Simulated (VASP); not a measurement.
Input of a VASP 6.6.1 run:

The input INCAR:

```
PREC = Accurate
ENCUT = 520
EDIFF = 1E-6
ISMEAR = 0
SIGMA = 0.05
LREAL = F
LASPH = T
NELM = 100
ALGO = Normal
ISIF = 2
LWAVE = F
LCHARG = F
GGA = PE
NBANDS = 26
```

File KPOINTS:

```
regular mesh
0
Gamma
  6 6 6
```

POSCAR

```
C
1.0
    3.5714750638      0.0000000000      0.0000000000
    0.0000000000     -3.5714750638      0.0000000000
    0.0000000000      0.0000000000     -3.5714750638
C
8
Direct
    0.5258649554     -0.0258649554     -0.0258649554
    0.0000000000      0.5000000000      0.0000000000
    0.0000000000      0.0000000000      0.5000000000
    0.5000000000      0.5000000000      0.5000000000
    0.7500000000      0.7500000000      0.7500000000
    0.2500000000      0.2500000000      0.7500000000
    0.2500000000      0.7500000000      0.2500000000
    0.7500000000      0.2500000000      0.2500000000
```

Potentials or basis: VASP PAW PBE potentials, release 64 (C).

The run is started by

```sh
$ cat potpaw_PBE.64/C/POTCAR > POTCAR
$ mpirun -np 1 vasp_std > vasp.out
```

Problem. Estimate the band gap on the k mesh.

Solution. 3.60 eV, indirect (least direct gap 3.68 eV).

Problem. Predict the largest force.

Solution. 8.771 eV/Å.

Problem. What does it give for the pressure?

Solution. 3.9 GPa.

Forces in eV/Å, atoms in the order of the input:
```
C   -5.064 -5.064 -5.064
C    0.583  0.583 -0.541
C    0.583 -0.541  0.583
C   -0.541  0.583  0.583
C    2.432  2.432  2.432
C    0.793  0.793  0.421
C    0.793  0.421  0.793
C    0.421  0.793  0.793
```

Caveat: the cell differs from its parent crystal (atom 1 (C) moved +0.160 Å towards its neighbour atom 5 (C) at 1.546 Å); forces of over 1 eV/Å act on the atoms, so gaps and moduli don't describe the material at rest. A k mesh can miss the band edges.
